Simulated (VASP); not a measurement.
# BAs (F-43m) in VASP: settings compared

BAs is run at these levels: PBE-based global hybrid with 50 % exact exchange, PBE-based global hybrid with 20 % exact exchange; tasks: single point.

All numbers are computed with VASP 6.6.1; they aren't measurements. Logs are shortened: lines on timing, memory, paths and dates and some standing lists are left out, and cuts for length are marked.

## (1) The cell of the first run

The structure is cubic, space group F-43m (No. 216). Conventional cell: a = 4.784 Å, b = 4.784 Å, c = 4.784 Å, α = 90.00°, β = 90.00°, γ = 90.00°. B (site symmetry -43m) has 4 As at 2.07 Å within 2.7 Å. As (site symmetry -43m) has 4 B at 2.07 Å within 2.7 Å.

## (2) Single point, PBE-based global hybrid with 50 % exact exchange

File POSCAR:

```
BAs
1.0
    0.0000000000      2.3918698977      2.3918698977
    2.3918698977      0.0000000000      2.3918698977
    2.3918698977      2.3918698977      0.0000000000
B As
1 1
Direct
    0.0000000000      0.0000000000      0.0000000000
    0.2500000000      0.2500000000      0.2500000000
```

File INCAR.step1:

```
SYSTEM = BAs
PREC     = Accurate       ! precision mode
ENCUT    = 520            ! plane-wave cutoff, eV
EDIFF    = 1E-5           ! SCF threshold, eV
ISMEAR   = 0              ! smearing method
SIGMA    = 0.01           ! smearing width, eV
LREAL    = .FALSE.        ! projectors in reciprocal space
LASPH    = .TRUE.         ! aspherical terms in the spheres
NELM     = 60             ! most SCF steps
ALGO     = Normal         ! electronic algorithm
ISIF     = 2              ! what is computed and relaxed
LWAVE    = .TRUE.         ! write WAVECAR
LCHARG   = .FALSE.        ! write CHGCAR
NBANDS   = 11             ! bands
GGA      = PE             ! functional
```

File INCAR.step2:

```
SYSTEM = BAs
PREC     = Accurate       ! precision mode
ENCUT    = 520            ! plane-wave cutoff, eV
EDIFF    = 1E-7           ! SCF threshold, eV
ISMEAR   = 0              ! smearing method
SIGMA    = 0.01           ! smearing width, eV
LREAL    = .FALSE.        ! projectors in reciprocal space
LASPH    = .TRUE.         ! aspherical terms in the spheres
NELM     = 60             ! most SCF steps
ALGO     = Normal         ! electronic algorithm
ISIF     = 2              ! what is computed and relaxed
LWAVE    = .FALSE.        ! write WAVECAR
LCHARG   = .FALSE.        ! write CHGCAR
GGA      = PE             ! functional
LHFCALC  = .TRUE.         ! exact exchange
AEXX     = 0.5            ! exact-exchange fraction
PRECFOCK = Normal       
NBANDS   = 11             ! bands
ISTART   = 1
```

File KPOINTS:

```
regular mesh
0
G
  4 4 4
  0 0 0
```

Potentials or basis: VASP PAW PBE potentials, release 64 (B, As).

Run with:

```bash
$ cat potpaw_PBE.64/B/POTCAR potpaw_PBE.64/As/POTCAR > POTCAR
$ cp INCAR.step1 INCAR
$ mpirun -np 1 vasp_std > vasp.out
$ cp INCAR.step2 INCAR
$ mpirun -np 1 vasp_std > vasp.out
```

OUTCAR:

```text
SYSTEM = BAs
   PREC = Accurate
   ENCUT = 520
   EDIFF = 1E-7
   ISMEAR = 0
   LREAL = .FALSE.
   LASPH = .TRUE.
   NELM = 60
   ISIF = 2
   GGA = PE
   LHFCALC = .TRUE.
   AEXX = 0.5
   PRECFOCK = Normal
   ISTART = 1

 ion  position               nearest neighbor table
   1  0.000  0.000  0.000-   2 2.07   2 2.07   2 2.07   2 2.07
   2  0.250  0.250  0.250-   1 2.07   1 2.07   1 2.07   1 2.07

  LATTYP: Found a face centered cubic cell.
 ALAT       =     4.7837397954

  Lattice vectors:

 A1 = (   0.0000000000,   2.3918698977,   2.3918698977)
 A2 = (   2.3918698977,   0.0000000000,   2.3918698977)
 A3 = (   2.3918698977,   2.3918698977,   0.0000000000)

Analysis of symmetry for initial positions (statically):
=====================================================================
 Subroutine PRICEL returns:
 Original cell was already a primitive cell.

 Routine SETGRP: Setting up the symmetry group for a
 face centered cubic supercell.

 Subroutine GETGRP returns: Found 24 space group operations
 (whereof 24 operations were pure point group operations)
 out of a pool of 48 trial point group operations.

The static configuration has the point symmetry T_d .

Analysis of symmetry for dynamics (positions and initial velocities):
=====================================================================
 Subroutine PRICEL returns:
 Original cell was already a primitive cell.

 Routine SETGRP: Setting up the symmetry group for a
 face centered cubic supercell.

 Subroutine GETGRP returns: Found 24 space group operations
 (whereof 24 operations were pure point group operations)
 out of a pool of 48 trial point group operations.

The dynamic configuration has the point symmetry T_d .

 Subroutine INISYM returns: Found 24 space group operations
 (whereof 24 operations are pure point group operations),
 and found     1 'primitive' translations

----------------------------------------------------------------------------------------

                                     Primitive cell

  volume of cell :      27.3680

  direct lattice vectors                    reciprocal lattice vectors
     0.000000000  2.391869898  2.391869898    -0.209041470  0.209041470  0.209041470
     2.391869898  0.000000000  2.391869898     0.209041470 -0.209041470  0.209041470
     2.391869898  2.391869898  0.000000000     0.209041470  0.209041470 -0.209041470

  length of vectors
     3.382614849  3.382614849  3.382614849     0.362070447  0.362070447  0.362070447

  position of ions in fractional coordinates (direct lattice)
     0.000000000  0.000000000  0.000000000
     0.250000000  0.250000000  0.250000000

  ion indices of the primitive-cell ions
   primitive index   ion index
                 1           1
                 2           2

----------------------------------------------------------------------------------------

 KPOINTS: regular mesh

Automatic generation of k-mesh.
 Grid dimensions read from file:
 generate k-points for:    4    4    4

 Generating k-lattice:

  Cartesian coordinates                     Fractional coordinates (reciprocal lattice)
    -0.052260368  0.052260368  0.052260368     0.250000000  0.000000000  0.000000000
     0.052260368 -0.052260368  0.052260368     0.000000000  0.250000000  0.000000000
     0.052260368  0.052260368 -0.052260368     0.000000000  0.000000000  0.250000000

  Length of vectors
     0.090517612  0.090517612  0.090517612

  Shift w.r.t. Gamma in fractional coordinates (k-lattice)
     0.000000000  0.000000000  0.000000000

 Subroutine IBZKPT returns following result:
 ===========================================

 Found      8 irreducible k-points:

 Following reciprocal coordinates:
            Coordinates               Weight
  0.000000  0.000000  0.000000      1.000000
  0.250000  0.000000  0.000000      8.000000
  0.500000  0.000000  0.000000      4.000000
  0.250000  0.250000  0.000000      6.000000
  0.500000  0.250000  0.000000     24.000000
 -0.250000  0.250000  0.000000     12.000000
  0.500000  0.500000  0.000000      3.000000
 -0.250000  0.500000  0.250000      6.000000
   k-points           NKPTS =      8   k-points in BZ     NKDIM =     64   number of bands    NBANDS=     11
   number of dos      NEDOS =    301   number of ions     NIONS =      2
   total plane-waves  NPLWV =  21952
   dimension x,y,z NGX =    28 NGY =   28 NGZ =   28
   dimension x,y,z NGXF=    56 NGYF=   56 NGZF=   56
   ions per type =               1   1
   NGX,Y,Z   is equivalent  to a cutoff of  13.76, 13.76, 13.76 a.u.
   NGXF,Y,Z  is equivalent  to a cutoff of  27.52, 27.52, 27.52 a.u.
 SYSTEM =  BAs
   PREC   = accura    normal or accurate (medium, high low for compatibility)
   ISTART =      1    job   : 0-new  1-cont  2-samecut
   ICHARG =      0    charge: 1-file 2-atom 10-const
   ISPIN  =      1    spin polarized calculation?
   LNONCOLLINEAR =      F non collinear calculations
   LSORBIT =      F    spin-orbit coupling
   LASPH  =      T    aspherical Exc in radial PAW
   ENCUT  =  520.0 eV  38.22 Ry    6.18 a.u.   6.29  6.29  6.29*2*pi/ulx,y,z
   NELM   =     60;   NELMIN=  2; NELMDL=  0     # of ELM steps
   EDIFF  = 0.1E-06   stopping-criterion for ELM
   LREAL  =      F    real-space projection
   EDIFFG = 0.1E-05   stopping-criterion for IOM
   NSW    =      0    number of steps for IOM
   IBRION =     -1    ionic relax: 0-MD 1-quasi-New 2-CG
   NFREE  =      0    steps in history (QN), initial steepest desc. (CG)
   ISIF   =      2    stress and relaxation
   ISYM   =      3    0-nonsym 1-usesym 2-fastsym
   POTIM  = 0.5000    time-step for ionic-motion
   TEBEG  =    0.0;   TEEND  =   0.0 temperature during run
   PSTRESS=    0.0 pullay stress
   NELECT =       8.0000    total number of electrons
   NUPDOWN=      -1.0000    fix difference up-down
   EMIN   =  10.00;   EMAX   =-10.00  energy-range for DOS
   EFERMI =   0.00;   METHOD = LEGACY
   ISMEAR =     0;   SIGMA  =   0.01  broadening in eV -4-tet -1-fermi 0-gaus
   EFERMI_NEDOS =   21; number of points for ismear=-14 and -15
   IALGO  =     38    algorithm
   IMIX   =      1    mixing-type and parameters
     AMIX     =   0.40;   BMIX     =  1.00
     AMIX_MAG =   1.60;   BMIX_MAG =  1.00
  volume/ion in A,a.u.               =      13.68        92.34
  Fermi-wavevector in a.u.,A,eV,Ry     =   1.086486  2.053160 16.061008  1.180451
  Thomas-Fermi vector in A             =   2.222623
   LORBIT       =      0    0 simple, 1 ext, 2 COOP (PROOUT), +10 PAW based schemes
   GGA     = PE    functional components
   LHFCALC =     T    Hartree Fock is set to
   PRECFOCK=normal    Normal, Fast or Accurate (Low or Medium for compatibility)
   ENCUT4O =  -1.0   cutoff for four orbital integrals eV
   NKREDX  =     1    reduce k-point grid by
   NKREDY  =     1    reduce k-point grid by
   NKREDZ  =     1    reduce k-point grid by
   AEXX    =    0.5000 exact exchange contribution
   HFSCREEN=    0.0000 screening length (either q_TF or 0.3 A-1)
   HFSCREENC=   0.0000 screening length for correlation (either q_TF or 0.3 A-1)
   ENCUTFOCK=  -1.0 apply spherical cutoff to Coloumb kernel
   IVDW    =     0    specifies the selected vdW correction
   LEPSILON=     F    determine dielectric tensor
   LRPA    =     F    only Hartree local field effects (RPA)
 non-spin polarized calculation
 Gauss-broadening in eV      SIGMA  =   0.01
  energy-cutoff  :      520.00
  volume of cell :       27.37
 maximum number of plane-waves:       754
 NGX is ok and might be reduce to    28
  NGX = 20; NGY = 20; NGZ = 20

 number of electron       8.0000000 magnetization

 Free energy of the ion-electron system (eV)
  ---------------------------------------------------
  ext. energy  EPLUGINS =         0.00000000
  ---------------------------------------------------
  free energy    TOTEN  =       -16.98352203 eV

  energy without entropy =      -16.98352203  energy(sigma->0) =      -16.98352203

 E-fermi :   4.4428     XC(G=0):  -6.1197

 val. band max:        4.3891219061   @ k =   0.0000   0.0000   0.0000
 cond. band min:       8.8097123185   @ k =   0.5000   0.5000   0.0000
 fundamental gap:      4.4205904123
 Fermi energy:         4.4428189870

 k-point     1 :       0.0000    0.0000    0.0000
  band No.  band energies     occupation
      1     -14.0503      2.00000
      2       4.3891      2.00000
      3       4.3891      2.00000
      4       4.3891      2.00000
      5      11.0261      0.00000
      6      11.0261      0.00000
      7      11.0261      0.00000
      8      13.1575      0.00000
      9      17.6824      0.00000
     10      21.1964      0.00000
     11      21.1964      0.00000

 k-point     2 :       0.2500    0.0000    0.0000
  band No.  band energies     occupation
      1     -12.8444      2.00000
      2      -1.3853      2.00000
      3       3.0871      2.00000
      4       3.0871      2.00000
      5      10.9228      0.00000
      6      12.5835      0.00000
      7      12.5835      0.00000
      8      16.4885      0.00000
      9      19.3723      0.00000
     10      19.3723      0.00000
     11      19.5324      0.00000

 k-point     3 :       0.5000    0.0000    0.0000
  band No.  band energies     occupation
      1     -10.5577      2.00000
      2      -6.1459      2.00000
      3       2.2545      2.00000
      4       2.2545      2.00000
      5      10.5159      0.00000
      6      12.6680      0.00000
      7      12.6680      0.00000
      8      17.1792      0.00000
      9      21.4810      0.00000
     10      23.3503      0.00000
     11      23.3503      0.00000

 k-point     4 :       0.2500    0.2500    0.0000
  band No.  band energies     occupation
      1     -12.4267      2.00000
      2      -0.4022      2.00000
      3       1.2646      2.00000
      4       1.2646      2.00000
      5       9.1458      0.00000
      6      12.3959      0.00000
      7      15.7752      0.00000
      8      15.7752      0.00000
      9      18.9248      0.00000
     10      22.4255      0.00000
     11      22.8474      0.00000

 k-point     5 :       0.5000    0.2500    0.0000
  band No.  band energies     occupation
      1     -10.0547      2.00000
      2      -4.8807      2.00000
      3      -1.0989      2.00000
      4       0.6710      2.00000
      5       9.9639      0.00000
      6      13.9796      0.00000
      7      15.9698      0.00000
      8      16.3143      0.00000
      9      20.8585      0.00000
     10      23.6807      0.00000
     11      24.5894      0.00000

 k-point     6 :      -0.2500    0.2500    0.0000
  band No.  band energies     occupation
      1     -10.9958      2.00000
      2      -3.5441      2.00000
      3      -1.5114      2.00000
      4       2.1156      2.00000
      5      11.3171      0.00000
      6      14.3709      0.00000
      7      15.1487      0.00000
      8      15.8132      0.00000
      9      18.3512      0.00000
     10      20.7961      0.00000
     11      24.6411      0.00000

 k-point     7 :       0.5000    0.5000    0.0000
  band No.  band energies     occupation
      1      -8.8674      2.00000
      2      -5.9825      2.00000
      3      -0.4197      2.00000
      4      -0.4197      2.00000
      5       8.8097      0.00000
      6       8.9199      0.00000
      7      20.5632      0.00000
      8      20.5632      0.00000
      9      22.0538      0.00000
     10      26.3616      0.00000
     11      26.4235      0.00000

 k-point     8 :      -0.2500    0.5000    0.2500
  band No.  band energies     occupation
      1      -8.6678      2.00000
      2      -5.4611      2.00000
      3      -1.9722      2.00000
      4      -1.6375      2.00000
      5      13.1255      0.00000
      6      14.4290      0.00000
      7      14.5723      0.00000
      8      15.3286      0.00000
      9      21.3500      0.00000
     10      24.5277      0.00000
     11      24.5647      0.00000

------------------------ aborting loop because EDIFF is reached ----------------------------------------

  FORCE on cell =-STRESS in cart. coord.  units (eV):
  Direction    XX          YY          ZZ          XY          YZ          ZX
  --------------------------------------------------------------------------------------
  -------------------------------------------------------------------------------------
  Total       -0.8121231     -0.8121231     -0.8121231     -0.0000000      0.0000000      0.0000000
  in kB      -47.5433502    -47.5433502    -47.5433502     -0.0000000      0.0000000      0.0000000
  external PRESSURE =     -47.5433502 kB  Pullay stress =       0.0000000 kB

 VOLUME and BASIS-vectors are now :
 -----------------------------------------------------------------------------
  energy-cutoff  :      520.00
  volume of cell :       27.37
      direct lattice vectors                 reciprocal lattice vectors
     0.000000000  2.391869898  2.391869898    -0.209041470  0.209041470  0.209041470
     2.391869898  0.000000000  2.391869898     0.209041470 -0.209041470  0.209041470
     2.391869898  2.391869898  0.000000000     0.209041470  0.209041470 -0.209041470

 POSITION                                       TOTAL-FORCE (eV/Angst)
 -----------------------------------------------------------------------------------
      0.00000      0.00000      0.00000        -0.000000     -0.000000     -0.000000
      1.19593      1.19593      1.19593         0.000000      0.000000      0.000000
 -----------------------------------------------------------------------------------
    total drift:                               -0.000000     -0.000000     -0.000000

  FREE ENERGIE OF THE ION-ELECTRON SYSTEM (eV)
  ---------------------------------------------------
  free  energy   TOTEN  =       -16.9835220302 eV

  energy  without entropy=      -16.9835220302  energy(sigma->0) =      -16.98352203
```

Wall time 3.1 min (1 thread of Intel Xeon 8259CL, shared host); peak memory 0.16 GiB.

Results:

- Free energy: -16.9835 eV
- Pressure: -4.8 GPa
- Band gap on the k mesh: 4.42 eV (least direct gap 6.64 eV)

Caveat: the k points lie up to 0.57 Å⁻¹ apart; the PAW data sets were made with another functional, which shifts forces and pressure a little. A k mesh can miss the band edges.

## (3) Single point, PBE-based global hybrid with 20 % exact exchange

POSCAR is that of step 2.

File INCAR.step1:

```
SYSTEM = BAs
  PREC = Accurate
  ENCUT = 520
  EDIFF = 1E-5
  ISMEAR = 0
  SIGMA = 0.01
  LREAL = .FALSE.
  LASPH = .TRUE.
  NELM = 100
  ALGO = Normal
  ISIF = 2
  LWAVE = .TRUE.
  NBANDS = 11
  GGA = PE
```

File INCAR.step2:

```
SYSTEM = BAs
  PREC = Accurate
  ENCUT = 520
  EDIFF = 1E-6
  ISMEAR = 0
  SIGMA = 0.01
  LREAL = .FALSE.
  LASPH = .TRUE.
  NELM = 100
  ALGO = Normal
  ISIF = 2
  LWAVE = .FALSE.
  LCHARG = .TRUE.
  GGA = PE
  LHFCALC = .TRUE.
  AEXX = 0.2
  PRECFOCK = Normal
  LELF = .TRUE.
  LVHAR = .TRUE.
  NBANDS = 11
  ISTART = 1
```

KPOINTS is that of step 2.

Potentials or basis: VASP PAW PBE potentials, release 64 (B, As).

Run with:

```bash
$ cat potpaw_PBE.64/B/POTCAR potpaw_PBE.64/As/POTCAR > POTCAR
$ cp INCAR.step1 INCAR
$ mpirun -np 1 vasp_std > vasp.out
$ cp INCAR.step2 INCAR
$ mpirun -np 1 vasp_std > vasp.out
```

Wall time 2.3 min (1 thread of Intel Xeon 8259CL, shared host); peak memory 0.16 GiB.

It converged, with:

* Free energy: -13.4841 eV
* Pressure: 0.0 GPa
* Band gap on the k mesh: 2.59 eV (least direct gap 4.57 eV)

Levels at points of the mesh, in eV from the valence-band top:
```tsv
k point	band 1	band 2	band 3	band 4	band 5	band 6	band 7	band 8	band 9
(0.00, 0.00, 0.00)	-16.62	0.00	0.00	0.00	4.57	4.57	4.57	6.25	11.03
(0.50, 0.00, 0.00)	-13.51	-9.50	-1.95	-1.95	4.01	6.14	6.14	10.42	14.42
(0.50, 0.50, 0.00)	-12.05	-9.28	-4.38	-4.38	2.59	2.64	13.24	13.24	14.74
```

Caveat: the k points lie up to 0.57 Å⁻¹ apart; the PAW data sets were made with another functional, which shifts forces and pressure a little.
